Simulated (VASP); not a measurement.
# SrMg in VASP: a series of runs

The runs below take SrMg through single point, with LDA.

Everything below comes from runs of VASP 6.6.1. Logs are shortened: lines on timing, memory, paths and dates and some standing lists are left out, and cuts for length are marked.

## 1. The cell of the first run

The structure is cubic, space group Pm-3m (No. 221). Conventional cell: a = 4.017 Å, b = 4.017 Å, c = 4.017 Å, α = 90.00°, β = 90.00°, γ = 90.00°. Sr (site symmetry m-3m) has 8 Mg at 3.48 Å and 6 Sr at 4.02 Å within 4.6 Å. Mg (site symmetry m-3m) has 8 Sr at 3.48 Å and 6 Mg at 4.02 Å within 4.6 Å.

## 2. Single point, LDA (strain +0.030 along x and y, +0.030 along z)

Contents of INCAR:

```
SYSTEM = SrMg
PREC = Accurate
ENCUT = 520
EDIFF = 1E-6
ISMEAR = 0
SIGMA = 0.15
LREAL = .False.
LASPH = .True.
NELM = 60
ALGO = Fast
ISIF = 2
LWAVE = .False.
LCHARG = .False.
GGA = CA
NBANDS = 13
```

Contents of KPOINTS:

```
Automatic mesh
0
Gamma
  12 12 12
  0 0 0
```

Contents of POSCAR:

```
SrMg
1.0
    4.0170000000      0.0000000000      0.0000000000
    0.0000000000      4.0170000000      0.0000000000
    0.0000000000      0.0000000000      4.0170000000
Sr Mg
1 1
Direct
    0.5000000000      0.5000000000      0.5000000000
    0.0000000000      0.0000000000      0.0000000000
```

Potentials or basis: VASP PAW LDA potentials, release 64 (Sr_sv, Mg).

Launch:

```bash
> cat potpaw_LDA.64/Sr_sv/POTCAR potpaw_LDA.64/Mg/POTCAR > POTCAR
> mpirun -np 1 vasp_std > vasp.out
```

OUTCAR:

```text
SYSTEM = SrMg
   PREC = Accurate
   ENCUT = 520
   EDIFF = 1E-6
   ISMEAR = 0
   LREAL = .False.
   LASPH = .True.
   NELM = 60
   ISIF = 2
   GGA = CA

 ion  position               nearest neighbor table
   1  0.500  0.500  0.500-   2 3.48   2 3.48   2 3.48   2 3.48   2 3.48   2 3.48   2 3.48   2 3.48

   2  0.000  0.000  0.000-   1 3.48   1 3.48   1 3.48   1 3.48   1 3.48   1 3.48   1 3.48   1 3.48

  LATTYP: Found a simple cubic cell.
 ALAT       =     4.0170000000

  Lattice vectors:

 A1 = (   4.0170000000,   0.0000000000,   0.0000000000)
 A2 = (   0.0000000000,   4.0170000000,   0.0000000000)
 A3 = (   0.0000000000,   0.0000000000,   4.0170000000)

Analysis of symmetry for initial positions (statically):
=====================================================================
 Subroutine PRICEL returns:
 Original cell was already a primitive cell.

 Routine SETGRP: Setting up the symmetry group for a
 simple cubic supercell.

 Subroutine GETGRP returns: Found 48 space group operations
 (whereof 48 operations were pure point group operations)
 out of a pool of 48 trial point group operations.

The static configuration has the point symmetry O_h .

Analysis of symmetry for dynamics (positions and initial velocities):
=====================================================================
 Subroutine PRICEL returns:
 Original cell was already a primitive cell.

 Routine SETGRP: Setting up the symmetry group for a
 simple cubic supercell.

 Subroutine GETGRP returns: Found 48 space group operations
 (whereof 48 operations were pure point group operations)
 out of a pool of 48 trial point group operations.

The dynamic configuration has the point symmetry O_h .

 Subroutine INISYM returns: Found 48 space group operations
 (whereof 48 operations are pure point group operations),
 and found     1 'primitive' translations

----------------------------------------------------------------------------------------

                                     Primitive cell

  volume of cell :      64.8195

  direct lattice vectors                    reciprocal lattice vectors
     4.017000000  0.000000000  0.000000000     0.248941997  0.000000000  0.000000000
     0.000000000  4.017000000  0.000000000     0.000000000  0.248941997  0.000000000
     0.000000000  0.000000000  4.017000000     0.000000000  0.000000000  0.248941997

  length of vectors
     4.017000000  4.017000000  4.017000000     0.248941997  0.248941997  0.248941997

  position of ions in fractional coordinates (direct lattice)
[... 90 lines left out ...]
   NELECT =      12.0000    total number of electrons
   NUPDOWN=      -1.0000    fix difference up-down
   EMIN   =  10.00;   EMAX   =-10.00  energy-range for DOS
   EFERMI =   0.00;   METHOD = LEGACY
   ISMEAR =     0;   SIGMA  =   0.15  broadening in eV -4-tet -1-fermi 0-gaus
   EFERMI_NEDOS =   21; number of points for ismear=-14 and -15
   IALGO  =     68    algorithm
   IMIX   =      4    mixing-type and parameters
     AMIX     =   0.40;   BMIX     =  1.00
     AMIX_MAG =   1.60;   BMIX_MAG =  1.00
  volume/ion in A,a.u.               =      32.41       218.71
  Fermi-wavevector in a.u.,A,eV,Ry     =   0.933040  1.763189 11.844728  0.870563
  Thomas-Fermi vector in A             =   2.059700
   LORBIT       =      0    0 simple, 1 ext, 2 COOP (PROOUT), +10 PAW based schemes
   GGA     = CA    functional components
   LHFCALC =     F    Hartree Fock is set to
   AEXX    =    0.0000 exact exchange contribution
   IVDW    =     0    specifies the selected vdW correction
   LEPSILON=     F    determine dielectric tensor
   LRPA    =     F    only Hartree local field effects (RPA)
 non-spin polarized calculation
 RMM-DIIS sequential band-by-band and
 Gauss-broadening in eV      SIGMA  =   0.15
  energy-cutoff  :      520.00
  volume of cell :       64.82
 maximum number of plane-waves:      1777
 NGX is ok and might be reduce to    30
   NGX = 15   NGY = 15   NGZ = 15

 number of electron      12.0000000 magnetization

 Free energy of the ion-electron system (eV)
  ---------------------------------------------------
  ext. energy  EPLUGINS =         0.00000000
  ---------------------------------------------------
  free energy    TOTEN  =        -3.91152453 eV

  energy without entropy =       -3.89186038  energy(sigma->0) =       -3.90169246

 E-fermi :   2.2086     XC(G=0):  -8.5474

 val. band max:        2.2081538592   @ k =   0.5000   0.3333   0.2500
 cond. band min:       2.2111024999   @ k =   0.4167   0.3333   0.2500
 fundamental gap:      0.0029486407
 Fermi energy:         2.2086488915

 k-point     1 :       0.0000    0.0000    0.0000
  band No.  band energies     occupation
      1     -33.3580      2.00000
      2     -15.4130      2.00000
      3     -15.4130      2.00000
      4     -15.4130      2.00000
      5      -2.8477      2.00000
      6       2.9223      0.00000
      7       2.9223      0.00000
      8       6.3066      0.00000
      9       6.3066      0.00000
     10       6.3066      0.00000
     11       6.9974      0.00000
     12       6.9974      0.00000
     13       6.9975      0.00000
[... 354 lines left out ...]
  band No.  band energies     occupation
      1     -33.3381      2.00000
      2     -15.5991      2.00000
      3     -15.5545      2.00000
      4     -15.3789      2.00000
      5      -0.3762      2.00000
      6       1.3380      2.00000
      7       2.5708      0.00064
      8       3.8057      0.00000
      9       5.1003      0.00000
     10       5.6435      0.00000
     11       7.7532      0.00000
     12       8.0490      0.00000
     13       9.3050      0.00000

 [... further k-points ...]

------------------------ aborting loop because EDIFF is reached ----------------------------------------

  FORCE on cell =-STRESS in cart. coord.  units (eV):
  Direction    XX          YY          ZZ          XY          YZ          ZX
  --------------------------------------------------------------------------------------
  -------------------------------------------------------------------------------------
  Total        0.2363683      0.2363683      0.2363683     -0.0000000     -0.0000000      0.0000000
  in kB        5.8424414      5.8424414      5.8424414     -0.0000000     -0.0000000      0.0000000
  external PRESSURE =       5.8424414 kB  Pullay stress =       0.0000000 kB

 VOLUME and BASIS-vectors are now :
 -----------------------------------------------------------------------------
  energy-cutoff  :      520.00
  volume of cell :       64.82
      direct lattice vectors                 reciprocal lattice vectors
     4.017000000  0.000000000  0.000000000     0.248941997  0.000000000  0.000000000
     0.000000000  4.017000000  0.000000000     0.000000000  0.248941997  0.000000000
     0.000000000  0.000000000  4.017000000     0.000000000  0.000000000  0.248941997

 POSITION                                       TOTAL-FORCE (eV/Angst)
 -----------------------------------------------------------------------------------
      2.00850      2.00850      2.00850         0.000000      0.000000      0.000000
      0.00000      0.00000      0.00000         0.000000      0.000000      0.000000
 -----------------------------------------------------------------------------------
    total drift:                                0.000000      0.000000      0.000000

  FREE ENERGIE OF THE ION-ELECTRON SYSTEM (eV)
  ---------------------------------------------------
  free  energy   TOTEN  =        -3.9115245310 eV

  energy  without entropy=       -3.8918603831  energy(sigma->0) =       -3.90169246
```

OSZICAR:

```text
N       E                     dE             d eps       ncg     rms          rms(c)
DAV:   1     0.464315981279E+02    0.46432E+02   -0.55677E+03  2224   0.761E+02
DAV:   2    -0.901935437123E+00   -0.47334E+02   -0.46122E+02  2769   0.167E+02
DAV:   3    -0.380740333793E+01   -0.29055E+01   -0.28838E+01  3664   0.311E+01
DAV:   4    -0.393889319596E+01   -0.13149E+00   -0.13137E+00  2721   0.458E+00
DAV:   5    -0.394106182818E+01   -0.21686E-02   -0.21686E-02  3210   0.567E-01    0.166E+01
RMM:   6    -0.392098608529E+01    0.20076E-01   -0.15977E-02  2231   0.109E+00    0.934E+00
RMM:   7    -0.391153831889E+01    0.94478E-02   -0.29353E-02  2690   0.151E+00    0.385E-01
RMM:   8    -0.391136823287E+01    0.17009E-03   -0.56885E-03  2886   0.465E-01    0.599E-02
RMM:   9    -0.391149622104E+01   -0.12799E-03   -0.11059E-03  3251   0.156E-01    0.613E-02
RMM:  10    -0.391151856696E+01   -0.22346E-04   -0.20591E-04  3273   0.570E-02    0.409E-02
RMM:  11    -0.391152349430E+01   -0.49273E-05   -0.51656E-05  3036   0.261E-02    0.965E-03
RMM:  12    -0.391152434923E+01   -0.85493E-06   -0.10347E-05  2627   0.125E-02    0.506E-03
RMM:  13    -0.391152453095E+01   -0.18172E-06   -0.29659E-06  2190   0.790E-03
   1 F= -.39115245E+01 E0= -.39016925E+01  d E =-.196641E-01
```

stdout:

```text
POSCAR found type information on POSCAR SrMg
 POSCAR found :  2 types and       2 ions
 scaLAPACK will be used
 LDA part: xc-table for (Slater(with rela. corr.)+CA(PZ))
 , standard interpolation
 POSCAR, INCAR and KPOINTS ok, starting setup
 FFT: planning ... GRIDC
 FFT: planning ... GRID_SOFT
 FFT: planning ... GRID
 WAVECAR not read
 entering main loop
WARNING in EDDRMM: call to ZHEGV failed, returncode =   8  4     12
WARNING in EDDRMM: call to ZHEGV failed, returncode =   8  4     13
```

Run time: 25 s. Hardware: 1 thread of AMD EPYC 9R45 (Zen 5), shared host; peak memory 0.18 GiB.

What came out:

```yaml
Free_energy: -3.9115 eV
Pressure: 0.6 GPa
Band_gap_on_the_k_mesh: zero (bands 6 and 7 overlap by 1.40 eV)
```

Caveat: the cell differs from its parent crystal (strain +0.030 along x and y, +0.030 along z).

## 3. Single point, LDA (strain -0.030 along x and y, +0.015 along z)

Contents of INCAR:

```
ALGO = Fast ; EDIFF = 1E-6
ENCUT = 520 ; GGA = CA
ISIF = 2 ; ISMEAR = 0
LASPH = T ; LCHARG = T
LELF = T ; LREAL = F
LVHAR = T ; LWAVE = F
NBANDS = 13 ; NELM = 80
PREC = Accurate ; SIGMA = 0.15
```

Contents of KPOINTS:

```
k-points
0
Gamma
  12 12 12
```

Contents of POSCAR:

```
SrMg
1.0
    3.7830000000      0.0000000000      0.0000000000
    0.0000000000      3.7830000000      0.0000000000
    0.0000000000      0.0000000000      3.9585000000
Sr Mg
1 1
Direct
    0.5000000000      0.5000000000      0.5000000000
    0.0000000000      0.0000000000      0.0000000000
```

Potentials or basis: VASP PAW LDA potentials, release 64 (Sr_sv, Mg).

Launch:

```bash
> cat potpaw_LDA.64/Sr_sv/POTCAR potpaw_LDA.64/Mg/POTCAR > POTCAR
> mpirun -np 1 vasp_std > vasp.out
```

Run time: 58 s. Hardware: 1 thread of AMD EPYC 9R45 (Zen 5), shared host; peak memory 0.25 GiB.

Results (log left out):

* Free energy: -3.7762 eV
* Pressure: 5.0 GPa
* Band gap on the k mesh: zero (bands 6 and 7 overlap by 1.48 eV)

Stress tensor (GPa, compression positive):
```
5.20 0.00 0.00
0.00 5.20 0.00
0.00 0.00 4.72
```

Levels at points of the mesh, in eV from the Fermi level:
| k point | band 2 | band 3 | band 4 | band 5 | band 6 | band 7 | band 8 | band 9 | band 10 | band 11 |
| --- | --- | --- | --- | --- | --- | --- | --- | --- | --- | --- |
| (0.00, 0.00, 0.00) | -17.38 | -17.34 | -17.34 | -5.35 | 0.48 | 0.62 | 4.14 | 4.94 | 4.94 | 5.12 |
| (0.50, 0.00, 0.00) | -17.74 | -17.34 | -17.30 | -2.49 | -2.46 | 1.64 | 2.00 | 2.61 | 5.38 | 5.63 |
| (0.50, 0.50, 0.00) | -17.67 | -17.67 | -17.31 | -2.38 | 0.42 | 0.42 | 0.49 | 3.01 | 3.01 | 6.56 |
| (0.00, 0.00, 0.50) | -17.67 | -17.31 | -17.31 | -2.76 | -2.58 | 1.52 | 2.60 | 2.60 | 5.52 | 5.83 |
| (0.50, 0.00, 0.50) | -17.69 | -17.60 | -17.28 | -2.54 | 0.18 | 0.34 | 0.35 | 3.38 | 3.56 | 6.58 |
| (0.50, 0.50, 0.50) | -17.63 | -17.63 | -17.55 | -0.94 | -0.87 | -0.87 | 1.31 | 3.99 | 4.20 | 4.20 |

Caveat: the cell differs from its parent crystal (strain -0.030 along x and y, +0.015 along z); the cell stands under pressure.
